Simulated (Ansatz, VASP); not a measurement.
**Two plane-wave programs on W**

```
W
1.0
     3.26345    0.00000    0.00000
     0.00000    3.26345    0.00000
     0.00000    0.00000    3.26345
W
2
Direct
  0.00000 0.00000 0.00000
  0.50000 0.50000 0.50000
```

Change from the starting cell: equal strain along all axes, cell held, atoms relaxed: +3.0 %.

Alike in both runs: task single point; functional r2SCAN; k mesh 16 × 16 × 16; occupations gaussian, width 0.1 eV; no spin polarisation.

|  | VASP | Ansatz |
| --- | --- | --- |
| version | VASP 6.6.1 | Ansatz 0.2.0 |
| potentials or method | VASP PAW PBE potentials, release 64 (W_sv), cutoff 520 eV | scalar-relativistic, plane waves, PAW |
| valence electrons in the cell | 28 | 28 |

Ansatz gave:

| Quantity | Value |
| --- | --- |
| gap on the k mesh at the Fermi level (eV) | none |
| pressure (GPa) | -23.4 |

What did VASP give for the same quantities?

gap on the k mesh at the Fermi level (eV): none; pressure (GPa): -22.6.

VASP's potentials were made for PBE, not for r2SCAN. A gap of «none» marks a metal or a gap that the smearing closes. With one functional, cell and mesh, what is left measures potentials, basis and numerics.

Spin-orbit coupling is off throughout.
